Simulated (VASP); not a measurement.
Ru, 2 atoms in the cell. It takes space group C2/m (No. 12, monoclinic). The conventional cell has a = 4.687 Å, b = 2.706 Å, c = 4.282 Å, α = 90.00°, β = 90.00°, γ = 90.00°. Within 3.2 Å of Ru (site symmetry m) lie 12 Ru at 2.44 to 2.82 Å.  This cell differs from its parent crystal: atom 1 (Ru) moved by (+0.150, -0.150) A along y and z.

```yaml
Program: VASP 6.6.1
Task: single point
Functional: PBE
Potentials_or_basis: VASP PAW PBE potentials, release 64 (Ru_pv)
Cutoff: 520 eV
k_mesh: 24 × 24 × 12
Occupations: gaussian, width 0.15 eV
Spin: no spin polarisation
Dipole_correction: no
Further_INCAR_settings: ALGO = Fast; EDIFF = 1e-06; NBANDS = 21
```

Potentials or basis: VASP PAW PBE potentials, release 64 (Ru_pv).

The run is started by

```sh
$ cat potpaw_PBE.64/Ru_pv/POTCAR > POTCAR
$ mpirun -np 1 vasp_std > vasp.out
```

Hardware: 1 thread of Intel(R) Xeon(R) Platinum 8259CL CPU @ 2.50GHz (Skylake/Cascade Lake), on a shared host.

Task: Estimate the wall time of this run.

Result: Wall time 9.8 min on 1 thread of Intel(R) Xeon(R) Platinum 8259CL CPU @ 2.50GHz (Skylake/Cascade Lake), on a shared host, peak memory 0.82 GiB. Counts: scf iterations 13, k points 1814.
